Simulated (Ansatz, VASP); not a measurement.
**Pb2Se: VASP beside Ansatz**

```
CELL_PARAMETERS angstrom
7.36750 0.00000 0.00000
0.00000 7.36750 0.00000
0.00000 0.00000 4.01108
ATOMIC_POSITIONS crystal
Pb 0.28422 0.28422 0.00000
Pb 0.21578 0.78422 0.50000
Pb 0.71578 0.71578 0.00000
Pb 0.78422 0.21578 0.50000
Se 0.00000 0.00000 0.00000
Se 0.50000 0.50000 0.50000
```

Alike in both runs: functional PBE; k mesh 4 × 4 × 4; occupations gaussian, width 0.1 eV; no spin polarisation.

Ansatz relaxed the structure, and its values are those at the end. VASP's run is a single point on that final structure, the one shown.

```csv
,VASP,Ansatz
version,VASP 6.6.1,Ansatz 0.2.0
potentials or method,"VASP PAW PBE potentials, release 64 (Pb_d, Se), cutoff 520 eV","scalar-relativistic, plane waves, PAW"
valence electrons in the cell,68,88
```

```csv
,VASP,Ansatz,Ansatz less VASP
gap on the k mesh at the Fermi level (eV),none,none,-
pressure (GPa),0.2,0.2,+0.03
rms of the force components (eV/Å),0.008,0.008,+0.0003
```

A gap of «none» marks a metal or a gap that the smearing closes. VASP's potentials hold 68 valence electrons a cell and Ansatz's 88, so a difference there can come from the potentials and not from the codes.

The k mesh is coarse, so the values compare programs but aren't converged. Spin-orbit coupling is off throughout.
